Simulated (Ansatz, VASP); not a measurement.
One calculation of Pt, two programs

```
Pt
1.0
     2.70796    0.00000    0.00000
    -1.35398    2.34516    0.00000
     0.00000    0.00000    4.67816
Pt
2
Direct
  0.66667 0.33333 0.75000
  0.33333 0.66667 0.25000
```

Alike in both runs: functional LDA; k mesh 18 × 18 × 10; occupations gaussian, width 0.1 eV; no spin polarisation.

Ansatz relaxed the structure, and its values are those at the end. VASP's run is a single point on that final structure, the one shown.

|  | VASP | Ansatz |
| --- | --- | --- |
| version | VASP 6.6.1 | Ansatz 0.2.0 |
| potentials or method | VASP PAW LDA potentials, release 64 (Pt), cutoff 520 eV | scalar-relativistic, plane waves, PAW |
| valence electrons in the cell | 20 | 36 |

|  | VASP | Ansatz | Ansatz less VASP |
| --- | --- | --- | --- |
| gap on the k mesh at the Fermi level (eV) | none | none | - |
| pressure (GPa) | 0.7 | 0.0 | -0.74 |

LDA's correlation is that of Perdew and Zunger in VASP and of Perdew and Wang (1992) in Ansatz. A gap of «none» marks a metal or a gap that the smearing closes. VASP's potentials hold 20 valence electrons a cell and Ansatz's 36, so a difference there can come from the potentials and not from the codes.

Spin-orbit coupling is off throughout.
